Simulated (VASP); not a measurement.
Here is a VASP 6.6.1 calculation.

The input INCAR:

```
  PREC = Accurate
  ENCUT = 520
  EDIFF = 1E-6
  ISMEAR = 1
  SIGMA = 0.1
  LREAL = False
  LASPH = True
  NELM = 100
  ALGO = Normal
  ISIF = 2
  LWAVE = False
  LCHARG = False
  GGA = CA
  NBANDS = 14
```

File KPOINTS:

```
regular mesh
0
Gamma
  11 11 6
```

POSCAR

```
Re
1.0
    2.7216748791      0.0000000000      0.0000000000
   -1.3608374395      2.3570395861      0.0000000000
    0.0000000000      0.0000000000      4.3901180007
Re
2
Direct
    0.3333333333      0.6666666667      0.2500000000
    0.6666666667      0.3333333333      0.7500000000
```

Potentials or basis: VASP PAW LDA potentials, release 64 (Re).

Launch:

```console
$ cat potpaw_LDA.64/Re/POTCAR > POTCAR
$ mpirun -np 1 vasp_std > vasp.out
```

Q: Predict the band gap on the k mesh.

A: Zero (band 7 reaches 10.01 eV, above the bottom of band 8 at 6.55 eV).

Q: Predict the pressure.

A: 9.0 GPa.

Stress tensor (GPa, compression positive):
```
8.91 0.00 0.00
0.00 8.91 0.00
0.00 0.00 9.26
```

Caveat: spin-orbit coupling is left out, which moves the levels of the heavy elements.
